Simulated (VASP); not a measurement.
Input of a VASP 6.6.1 run:

The input INCAR:

```
SYSTEM = NaLi5
PREC = Accurate
ENCUT = 520
EDIFF = 1E-7
ISMEAR = 0
SIGMA = 0.1
LREAL = .False.
LASPH = .True.
NELM = 80
ALGO = Fast
ISIF = 2
LWAVE = .False.
LCHARG = .True.
GGA = PE
LELF = .True.
LVHAR = .True.
NBANDS = 20
```

Contents of KPOINTS:

```
Automatic mesh
0
Gamma
  6 6 8
  0 0 0
```

The input POSCAR:

```
NaLi5
1.0
    5.9217741663      0.0000000000      0.0000000000
   -2.9608870832      5.1284068635      0.0000000000
    0.0000000000      0.0000000000      4.9376633429
Na Li
1 5
Direct
    0.0000000000      0.0000000000      0.0000000000
    0.3333333333      0.6666666667      0.0000000000
    0.6666666667      0.3333333333      0.0000000000
    0.5000000000      0.0000000000      0.5000000000
    0.5000000000      0.5000000000      0.5000000000
    0.0000000000      0.5000000000      0.5000000000
```

Potentials or basis: VASP PAW PBE potentials, release 64 (Na_pv, Li_sv).

Launch:

```console
$ cat potpaw_PBE.64/Na_pv/POTCAR potpaw_PBE.64/Li_sv/POTCAR > POTCAR
$ mpirun -np 1 vasp_std > vasp.out
```

Q: Estimate the band gap on the k mesh.

A: Zero (bands 11 and 12 overlap by 1.46 eV).
